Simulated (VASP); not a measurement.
Crystal: Al.

```
CELL_PARAMETERS angstrom
0.00000 2.07762 2.07762
2.07762 0.00000 2.07762
2.07762 2.07762 0.00000
ATOMIC_POSITIONS crystal
Al 0.00000 0.00000 0.00000
```

Base run:

```yaml
Program: VASP 6.6.1
Functional: PBE
Potentials_or_basis: VASP PAW PBE potentials, release 64 (Al)
Cutoff: 500 eV
k_mesh: 8 × 8 × 8
Occupations: fermi-dirac, width 0.1 eV
Spin: no spin polarisation
```

Its results: pressure -5.6 GPa.

Q: The run is repeated on the same cell with these changes: k mesh from 8 × 8 × 8 to 4 × 4 × 4. What comes out?

A: Pressure -5.1 GPa.

Caveats: some runs use coarse meshes.
